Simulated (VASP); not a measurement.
# ZnAu (Pm-3m) in VASP: a series of runs, part 2 of 2

VASP 6.6.1. The steps go on from the part before.

## 3. Electric field gradients, PBEsol (14.70 Å³/atom)

INCAR

```
  PREC = Accurate
  ENCUT = 520
  EDIFF = 1E-8
  ISMEAR = -1
  SIGMA = 0.05
  LREAL = False
  LASPH = True
  NELM = 100
  ALGO = Normal
  ISIF = 2
  LWAVE = False
  LCHARG = False
  GGA = PS
  LEFG = True
  NBANDS = 18
```

KPOINTS

```
regular mesh
0
Gamma
  13 13 13
```

POSCAR

```
ZnAu
1.0
    3.0862947019      0.0000000000      0.0000000000
    0.0000000000      3.0862947019      0.0000000000
    0.0000000000      0.0000000000      3.0862947019
Zn Au
1 1
Direct
    0.5000000000      0.5000000000      0.5000000000
    0.0000000000      0.0000000000      0.0000000000
```

Potentials or basis: VASP PAW PBE potentials, release 64 (Zn, Au).

On the command line:

```
> cat potpaw_PBE.64/Zn/POTCAR potpaw_PBE.64/Au/POTCAR > POTCAR
> mpirun -np 1 vasp_std > vasp.out
```

OUTCAR:

```text
PREC = Accurate
   ENCUT = 520
   EDIFF = 1E-8
   ISMEAR = -1
   LREAL = False
   LASPH = True
   NELM = 100
   ISIF = 2
   GGA = PS

 ion  position               nearest neighbor table
   1  0.500  0.500  0.500-   2 2.67   2 2.67   2 2.67   2 2.67   2 2.67   2 2.67   2 2.67   2 2.67

   2  0.000  0.000  0.000-   1 2.67   1 2.67   1 2.67   1 2.67   1 2.67   1 2.67   1 2.67   1 2.67

  LATTYP: Found a simple cubic cell.
 ALAT       =     3.0862947019

  Lattice vectors:

 A1 = (   3.0862947019,   0.0000000000,   0.0000000000)
 A2 = (   0.0000000000,   3.0862947019,   0.0000000000)
 A3 = (   0.0000000000,   0.0000000000,   3.0862947019)

Analysis of symmetry for initial positions (statically):
=====================================================================
 Subroutine PRICEL returns:
 Original cell was already a primitive cell.

[... 694 lines left out ...]
  energy-cutoff  :      520.00
  volume of cell :       29.40
      direct lattice vectors                 reciprocal lattice vectors
     3.086294702  0.000000000  0.000000000     0.324013128  0.000000000  0.000000000
     0.000000000  3.086294702  0.000000000     0.000000000  0.324013128  0.000000000
     0.000000000  0.000000000  3.086294702     0.000000000  0.000000000  0.324013128

 POSITION                                       TOTAL-FORCE (eV/Angst)
 -----------------------------------------------------------------------------------
      1.54315      1.54315      1.54315         0.000000      0.000000      0.000000
      0.00000      0.00000      0.00000         0.000000      0.000000      0.000000
 -----------------------------------------------------------------------------------
    total drift:                                0.000000      0.000000     -0.000000

  FREE ENERGIE OF THE ION-ELECTRON SYSTEM (eV)
  ---------------------------------------------------
  free  energy   TOTEN  =        -5.9276038620 eV

  energy  without entropy=       -5.9215743132  energy(sigma->0) =       -5.92458909

 Electric field gradients (V/A^2)
---------------------------------------------------------------------
 ion       V_xx      V_yy      V_zz      V_xy      V_xz      V_yz
---------------------------------------------------------------------
   1      -0.000    -0.000     0.000     0.000     0.000    -0.000
   2       0.000    -0.000    -0.000    -0.000     0.000    -0.000
---------------------------------------------------------------------

 Electric field gradients after diagonalization (V/A^2)
 (convention: |V_zz| > |V_xx| > |V_yy|)
----------------------------------------------------------------------
 ion       V_xx      V_yy      V_zz     asymmetry (V_yy - V_xx)/ V_zz
----------------------------------------------------------------------
   1      -0.000    -0.000     0.000       0.012
   2       0.000    -0.000    -0.000       0.132
----------------------------------------------------------------------

           NMR quadrupolar parameters

 Cq : quadrupolar parameter    Cq=e*Q*V_zz/h
 eta: asymmetry parameters     (V_yy - V_xx)/ V_zz
 Q  : nuclear electric quadrupole moment in mb (millibarn)
----------------------------------------------------------------------
 ion       Cq(MHz)       eta       Q (mb)
----------------------------------------------------------------------
   1       0.000       0.012       1.000
   2      -0.000       0.132       1.000
----------------------------------------------------------------------
```

stdout:

```text
POSCAR found type information on POSCAR ZnAu
 POSCAR found :  2 types and       2 ions
 scaLAPACK will be used
 -----------------------------------------------------------------------------
|                                                                             |
|                                                                             |
|     You enforced a specific xc type in the INCAR file but a different       |
|     I HOPE YOU KNOW WHAT YOU ARE DOING!                                     |
|                                                                             |
 -----------------------------------------------------------------------------

 LDA part: xc-table for (Slater+PW92), standard interpolation
 POSCAR, INCAR and KPOINTS ok, starting setup
 FFT: planning ... GRIDC
 FFT: planning ... GRID_SOFT
 FFT: planning ... GRID
 WAVECAR not read
 entering main loop
ion   1

ion   2
```

Wall time 54 s (1 thread of Intel Xeon 8259CL, shared host); peak memory 0.17 GiB.

What came out:

- Free energy: -5.9276 eV
- Pressure: 6.7 GPa
- Band gap on the k mesh: zero (an odd number of electrons rules out a gap without spin polarisation)
- Largest electric field gradient by atom: zero within the noise of the run

Caveat: the cell stands under pressure; the PAW data sets were made with another functional, which shifts forces and pressure a little; spin-orbit coupling is left out, which moves the levels of the heavy elements.

## 4. Electric field gradients, PBEsol

This run uses another cell than the first one, of 15.63 Å³/atom.

INCAR

```
SYSTEM = ZnAu
ALGO = Normal ; EDIFF = 1E-8
ENCUT = 520 ; GGA = PS
ISIF = 2 ; ISMEAR = -1
LASPH = .TRUE. ; LCHARG = .FALSE.
LEFG = .TRUE. ; LREAL = .FALSE.
LWAVE = .FALSE. ; NBANDS = 18
NELM = 100 ; PREC = Accurate
SIGMA = 0.05
```

KPOINTS

```
k-points
0
G
  13 13 13
  0 0 0
```

POSCAR

```
ZnAu
1.0
    3.1500525100      0.0000000000      0.0000000000
    0.0000000000      3.1500525100      0.0000000000
    0.0000000000      0.0000000000      3.1500525100
Zn Au
1 1
Direct
    0.5000000000      0.5000000000      0.5000000000
    0.0000000000      0.0000000000      0.0000000000
```

Potentials or basis: VASP PAW PBE potentials, release 64 (Zn, Au).

On the command line:

```
> cat potpaw_PBE.64/Zn/POTCAR potpaw_PBE.64/Au/POTCAR > POTCAR
> mpirun -np 1 vasp_std > vasp.out
```

OUTCAR:

```text
SYSTEM = ZnAu
   EDIFF = 1E-8
   ENCUT = 520
   GGA = PS
   ISIF = 2
   ISMEAR = -1
   LASPH = .TRUE.
   LREAL = .FALSE.
   NELM = 100
   PREC = Accurate

 ion  position               nearest neighbor table
   1  0.500  0.500  0.500-   2 2.73   2 2.73   2 2.73   2 2.73   2 2.73   2 2.73   2 2.73   2 2.73

   2  0.000  0.000  0.000-   1 2.73   1 2.73   1 2.73   1 2.73   1 2.73   1 2.73   1 2.73   1 2.73

  LATTYP: Found a simple cubic cell.
 ALAT       =     3.1500525100

  Lattice vectors:

 A1 = (   3.1500525100,   0.0000000000,   0.0000000000)
 A2 = (   0.0000000000,   3.1500525100,   0.0000000000)
 A3 = (   0.0000000000,   0.0000000000,   3.1500525100)

Analysis of symmetry for initial positions (statically):
=====================================================================
 Subroutine PRICEL returns:
 Original cell was already a primitive cell.

 Routine SETGRP: Setting up the symmetry group for a
 simple cubic supercell.

 Subroutine GETGRP returns: Found 48 space group operations
 (whereof 48 operations were pure point group operations)
 out of a pool of 48 trial point group operations.

The static configuration has the point symmetry O_h .

Analysis of symmetry for dynamics (positions and initial velocities):
=====================================================================
 Subroutine PRICEL returns:
 Original cell was already a primitive cell.

 Routine SETGRP: Setting up the symmetry group for a
 simple cubic supercell.

 Subroutine GETGRP returns: Found 48 space group operations
 (whereof 48 operations were pure point group operations)
 out of a pool of 48 trial point group operations.

The dynamic configuration has the point symmetry O_h .

[... 157 lines left out ...]
      3      -1.2090      2.00000
      4      -0.5145      2.00000
      5      -0.5145      2.00000
      6      -0.5145      2.00000
[... 481 lines left out ...]
      5      -0.4040      2.00000
      6       0.3177      2.00000
[... 10 lines left out ...]
     17      20.7010      0.00000
     18      20.9589      0.00000

 [... further k-points ...]

------------------------ aborting loop because EDIFF is reached ----------------------------------------

  FORCE on cell =-STRESS in cart. coord.  units (eV):
  Direction    XX          YY          ZZ          XY          YZ          ZX
  --------------------------------------------------------------------------------------
  -------------------------------------------------------------------------------------
  Total       -0.5088536     -0.5088536     -0.5088536     -0.0000000      0.0000000     -0.0000000
  in kB      -26.0825494    -26.0825494    -26.0825494     -0.0000000      0.0000000     -0.0000000
  external PRESSURE =     -26.0825494 kB  Pullay stress =       0.0000000 kB

 VOLUME and BASIS-vectors are now :
 -----------------------------------------------------------------------------
  energy-cutoff  :      520.00
  volume of cell :       31.26
      direct lattice vectors                 reciprocal lattice vectors
     3.150052510  0.000000000  0.000000000     0.317455026  0.000000000  0.000000000
     0.000000000  3.150052510  0.000000000     0.000000000  0.317455026  0.000000000
     0.000000000  0.000000000  3.150052510     0.000000000  0.000000000  0.317455026

 POSITION                                       TOTAL-FORCE (eV/Angst)
 -----------------------------------------------------------------------------------
      1.57503      1.57503      1.57503         0.000000      0.000000      0.000000
      0.00000      0.00000      0.00000         0.000000      0.000000      0.000000
 -----------------------------------------------------------------------------------
    total drift:                                0.000000      0.000000     -0.000000

  FREE ENERGIE OF THE ION-ELECTRON SYSTEM (eV)
  ---------------------------------------------------
  free  energy   TOTEN  =        -5.9487868075 eV

  energy  without entropy=       -5.9424789197  energy(sigma->0) =       -5.94563286

 Electric field gradients (V/A^2)
---------------------------------------------------------------------
 ion       V_xx      V_yy      V_zz      V_xy      V_xz      V_yz
---------------------------------------------------------------------
   1      -0.000    -0.000     0.000     0.000     0.000     0.000
   2       0.000     0.000    -0.000     0.000     0.000     0.000
---------------------------------------------------------------------

 Electric field gradients after diagonalization (V/A^2)
 (convention: |V_zz| > |V_xx| > |V_yy|)
----------------------------------------------------------------------
 ion       V_xx      V_yy      V_zz     asymmetry (V_yy - V_xx)/ V_zz
----------------------------------------------------------------------
   1      -0.000    -0.000     0.000       0.153
   2      -0.000     0.000     0.000       1.247
----------------------------------------------------------------------

           NMR quadrupolar parameters

 Cq : quadrupolar parameter    Cq=e*Q*V_zz/h
 eta: asymmetry parameters     (V_yy - V_xx)/ V_zz
 Q  : nuclear electric quadrupole moment in mb (millibarn)
----------------------------------------------------------------------
 ion       Cq(MHz)       eta       Q (mb)
----------------------------------------------------------------------
   1       0.000       0.153       1.000
   2       0.000       1.247       1.000
----------------------------------------------------------------------
```

stdout:

```text
POSCAR found type information on POSCAR ZnAu
 POSCAR found :  2 types and       2 ions
 scaLAPACK will be used
 -----------------------------------------------------------------------------
|                                                                             |
|                                                                             |
|     You enforced a specific xc type in the INCAR file but a different       |
|     I HOPE YOU KNOW WHAT YOU ARE DOING!                                     |
|                                                                             |
 -----------------------------------------------------------------------------

 LDA part: xc-table for (Slater+PW92), standard interpolation
 POSCAR, INCAR and KPOINTS ok, starting setup
 FFT: planning ... GRIDC
 FFT: planning ... GRID_SOFT
 FFT: planning ... GRID
 WAVECAR not read
 entering main loop
ion   1

ion   2
```

Run time: 52 s. Hardware: 1 thread of Intel Xeon 8259CL, shared host; peak memory 0.18 GiB.

Results:

| Property | Result |
| --- | --- |
| Free energy | -5.9488 eV |
| Pressure | -2.6 GPa |
| Band gap on the k mesh | zero (an odd number of electrons rules out a gap without spin polarisation) |
| Largest electric field gradient by atom | zero within the noise of the run |

Caveat: the PAW data sets were made with another functional, which shifts forces and pressure a little; spin-orbit coupling is left out, which moves the levels of the heavy elements.

## 5. Electric field gradients, PBEsol (16.10 Å³/atom)

This run uses another cell than the first one, of 16.10 Å³/atom.

INCAR

```
SYSTEM = ZnAu
PREC = Accurate
ENCUT = 520
EDIFF = 1E-8
ISMEAR = -1
SIGMA = 0.05
LREAL = .FALSE.
LASPH = .TRUE.
NELM = 60
ALGO = Normal
ISIF = 2
LWAVE = .FALSE.
LCHARG = .FALSE.
GGA = PS
LEFG = .TRUE.
NBANDS = 18
```

KPOINTS

```
regular mesh
0
G
  13 13 13
  0 0 0
```

POSCAR

```
ZnAu
1.0
    3.1812431772      0.0000000000      0.0000000000
    0.0000000000      3.1812431772      0.0000000000
    0.0000000000      0.0000000000      3.1812431772
Zn Au
1 1
Direct
    0.5000000000      0.5000000000      0.5000000000
    0.0000000000      0.0000000000      0.0000000000
```

Potentials or basis: VASP PAW PBE potentials, release 64 (Zn, Au).

On the command line:

```
> cat potpaw_PBE.64/Zn/POTCAR potpaw_PBE.64/Au/POTCAR > POTCAR
> mpirun -np 1 vasp_std > vasp.out
```

OUTCAR:

```text
SYSTEM = ZnAu
   PREC = Accurate
   ENCUT = 520
   EDIFF = 1E-8
   ISMEAR = -1
   LREAL = .FALSE.
   LASPH = .TRUE.
   NELM = 60
   ISIF = 2
   GGA = PS

 ion  position               nearest neighbor table
   1  0.500  0.500  0.500-   2 2.76   2 2.76   2 2.76   2 2.76   2 2.76   2 2.76   2 2.76   2 2.76

   2  0.000  0.000  0.000-   1 2.76   1 2.76   1 2.76   1 2.76   1 2.76   1 2.76   1 2.76   1 2.76

  LATTYP: Found a simple cubic cell.
 ALAT       =     3.1812431772

  Lattice vectors:

 A1 = (   3.1812431772,   0.0000000000,   0.0000000000)
[... 718 lines left out ...]
  free  energy   TOTEN  =        -5.9233587999 eV

  energy  without entropy=       -5.9169309327  energy(sigma->0) =       -5.92014487

 Electric field gradients (V/A^2)
---------------------------------------------------------------------
 ion       V_xx      V_yy      V_zz      V_xy      V_xz      V_yz
---------------------------------------------------------------------
   1      -0.000    -0.000    -0.000    -0.000     0.000    -0.000
   2      -0.000    -0.000    -0.000     0.000    -0.000     0.000
---------------------------------------------------------------------

 Electric field gradients after diagonalization (V/A^2)
 (convention: |V_zz| > |V_xx| > |V_yy|)
----------------------------------------------------------------------
 ion       V_xx      V_yy      V_zz     asymmetry (V_yy - V_xx)/ V_zz
----------------------------------------------------------------------
   1      -0.000    -0.000    -0.000      -0.691
   2      -0.000    -0.000    -0.000      -0.064
----------------------------------------------------------------------

           NMR quadrupolar parameters

 Cq : quadrupolar parameter    Cq=e*Q*V_zz/h
 eta: asymmetry parameters     (V_yy - V_xx)/ V_zz
 Q  : nuclear electric quadrupole moment in mb (millibarn)
----------------------------------------------------------------------
 ion       Cq(MHz)       eta       Q (mb)
----------------------------------------------------------------------
   1      -0.000      -0.691       1.000
   2      -0.000      -0.064       1.000
----------------------------------------------------------------------
```

It took 61 s on 1 thread of Intel Xeon 8259CL, shared host; peak memory 0.18 GiB.

Results:

```yaml
Free_energy: -5.9234 eV
Pressure: -6.1 GPa
Band_gap_on_the_k_mesh: zero (an odd number of electrons rules out a gap without spin polarisation)
Largest_electric_field_gradient_by_atom: zero within the noise of the run
```

Caveat: the cell stands under tension; the PAW data sets were made with another functional, which shifts forces and pressure a little; spin-orbit coupling is left out, which moves the levels of the heavy elements.

## 6. The runs side by side

```tsv
cell	gap on the mesh (eV)	pressure (GPa)
a = 3.086 Å, 2 atoms	none	6.7
a = 3.150 Å, 2 atoms	none	-2.6
a = 3.181 Å, 2 atoms	none	-6.1
```

Alike in all rows: task electric field gradients; level PBEsol; potentials or basis VASP PAW PBE potentials, release 64 (Zn, Au); no spin polarisation; k mesh 13 × 13 × 13; cutoff (eV) 520; smearing fermi-dirac 0.05 eV.

Caveats: the PAW data sets were made with another functional, which shifts forces and pressure a little; spin-orbit coupling is left out, which moves the levels of the heavy elements; the cell stands under pressure (at least some runs); the cell stands under tension (at least some runs).

Total energies depend on the potentials used, so only differences within one code and one set of settings carry meaning.
